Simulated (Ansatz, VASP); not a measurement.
SnO2: VASP beside Ansatz

```
Sn O
1.0
     0.00000    2.30487    2.30487
     2.30487    0.00000    2.30487
     2.30487    2.30487    0.00000
Sn O
1 2
Direct
  0.00000 0.00000 0.00000
  0.25000 0.25000 0.25000
  0.75000 0.75000 0.75000
```

Change from the starting cell: volume scaled by 0.72, LAPW.

Alike in both runs: task single point; functional PBE; k mesh 12 × 12 × 12; occupations fermi-dirac, width 0.08 eV; no spin polarisation.

|  | VASP | Ansatz |
| --- | --- | --- |
| version | VASP 6.6.1 | Ansatz 0.2.0 |
| potentials or method | VASP PAW PBE potentials, release 64 (Sn_d, O), cutoff 520 eV | all-electron LAPW, scalar-relativistic |

|  | VASP | Ansatz | Ansatz less VASP |
| --- | --- | --- | --- |
| gap on the k mesh at the Fermi level (eV) | 3.52 | 3.53 | +0.011 |
| pressure (GPa) | 136.0 | 133.5 | -2.43 |

Both programs put the cell under a high pressure, so it lies far from rest at this level. Ansatz ran all-electron here, and VASP with PAW potentials.

Noted on VASP's run: the cell as given lies far from equilibrium.
